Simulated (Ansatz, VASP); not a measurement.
**One calculation of Zn, two programs**

```
Zn
1.0
     2.61040    0.00000    0.00000
    -1.30520    2.26067    0.00000
     0.00000    0.00000    4.84572
Zn
2
Direct
  0.33333 0.66667 0.25000
  0.66667 0.33333 0.75000
```

Change from the starting cell: volume scaled by 0.94.

Alike in both runs: task single point; functional PBEsol; k mesh 18 × 18 × 8; occupations fermi-dirac, width 0.03 eV; no spin polarisation.

|  | VASP | Ansatz |
| --- | --- | --- |
| version | VASP 6.6.1 | Ansatz 0.2.0 |
| potentials or method | VASP PAW PBE potentials, release 64 (Zn), cutoff 520 eV | all-electron LAPW, scalar-relativistic |

Ansatz gave:

* pressure (GPa): -0.7
* traceless stress, the component that is largest in VASP (GPa): 0.43

Task: Estimate VASP's values.

Result: Pressure (GPa): -0.3; traceless stress, the component that is largest in VASP (GPa): 0.28.

VASP's potentials were made for PBE, not for PBEsol. Ansatz ran all-electron here, and VASP with PAW potentials.
